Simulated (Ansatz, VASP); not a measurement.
## One calculation of Be3H, two programs

```
CELL_PARAMETERS angstrom
4.30402 0.00000 0.00000
-2.15201 3.72739 0.00000
0.00000 0.00000 3.58616
ATOMIC_POSITIONS crystal
Be 0.04214 0.33538 0.25851
Be 0.66462 0.70676 0.25851
Be 0.29324 0.95786 0.25851
Be 0.70676 0.04214 0.74149
Be 0.33538 0.29324 0.74149
Be 0.95786 0.66462 0.74149
H 0.33333 0.66667 0.03077
H 0.66667 0.33333 0.96923
```

Alike in both runs: functional PBE; k mesh 6 × 6 × 6; occupations gaussian, width 0.1 eV; no spin polarisation.

Ansatz relaxed the structure, and its values are those at the end. VASP's run is a single point on that final structure, the one shown.

```csv
,VASP,Ansatz
version,VASP 6.6.1,Ansatz 0.2.0
potentials or method,"VASP PAW PBE potentials, release 64 (Be, H), cutoff 520 eV","scalar-relativistic, plane waves, PAW"
valence electrons in the cell,14,14
```

|  | VASP | Ansatz | Ansatz less VASP |
| --- | --- | --- | --- |
| gap on the k mesh at the Fermi level (eV) | none | none | - |
| pressure (GPa) | 0.1 | 0.0 | -0.04 |
| rms of the force components (eV/Å) | 0.020 | 0.019 | -0.0007 |

A gap of «none» marks a metal or a gap that the smearing closes.
